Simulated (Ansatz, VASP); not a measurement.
# Two plane-wave programs on Si

```
CELL_PARAMETERS angstrom
3.90877 0.00000 0.00000
-1.95439 3.38510 0.00000
0.00000 0.00000 6.30478
ATOMIC_POSITIONS crystal
Si 0.33333 0.66667 0.99903
Si 0.66667 0.33333 0.49903
Si 0.33333 0.66667 0.37597
Si 0.66667 0.33333 0.87597
```

Change from the starting cell: epitaxial_xy strain +2.0%.

Alike in both runs: task single point; functional HSE06; k mesh 6 × 6 × 4; no spin polarisation.

|  | VASP | Ansatz |
| --- | --- | --- |
| version | VASP 6.6.1 | Ansatz 0.2.0 |
| potentials or method | VASP PAW PBE potentials, release 64 (Si) | plane waves, PAW |
| plane-wave cutoff (eV) | 520 | 420 |
| occupations | gaussian, width 0.01 eV | fixed |
| valence electrons in the cell | 16 | 16 |

|  | VASP | Ansatz | Ansatz less VASP |
| --- | --- | --- | --- |
| gap on the k mesh at the Fermi level (eV) | 0.96 | 0.95 | -0.012 |
| pressure (GPa) | -3.5 | -3.2 | +0.31 |
| traceless stress, the component that is largest in VASP (GPa) | 2.73 | 2.72 | -0.006 |
| rms of the force components (eV/Å) | 0.011 | 0.012 | +0.0011 |

Atom by atom the forces differ by 0.001 eV/Å (rms over components). Ansatz's warnings: stress exchange threshold loose, stress scf threshold loose.
